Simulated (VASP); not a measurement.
Here is a VASP 6.6.1 calculation.

INCAR

```
SYSTEM = AlN
PREC = Accurate
ENCUT = 520
EDIFF = 1E-6
ISMEAR = -1
SIGMA = 0.02
LREAL = .FALSE.
LASPH = .TRUE.
NELM = 80
ALGO = Normal
ISIF = 2
LWAVE = .FALSE.
LCHARG = .TRUE.
GGA = PE
LELF = .TRUE.
LVHAR = .TRUE.
NBANDS = 11
```

The input KPOINTS:

```
regular mesh
0
G
  10 10 10
  0 0 0
```

File POSCAR:

```
AlN
1.0
    0.0000000000      2.2067251766      2.2067251766
    2.2067251766      0.0000000000      2.2067251766
    2.2067251766      2.2067251766      0.0000000000
Al N
1 1
Direct
    0.0000000000      0.0000000000      0.0000000000
    0.2500000000      0.2500000000      0.2500000000
```

Potentials or basis: VASP PAW PBE potentials, release 64 (Al, N).

Launch:

```bash
$ cat potpaw_PBE.64/Al/POTCAR potpaw_PBE.64/N/POTCAR > POTCAR
$ mpirun -np 1 vasp_std > vasp.out
```

(1) Predict the pressure.

(2) Predict the band gap on the k mesh.

Results:

(1) -1.6 GPa.

(2) 3.30 eV, indirect (least direct gap 3.92 eV).

Caveat: the cell differs from its parent crystal (strain +1.0%).
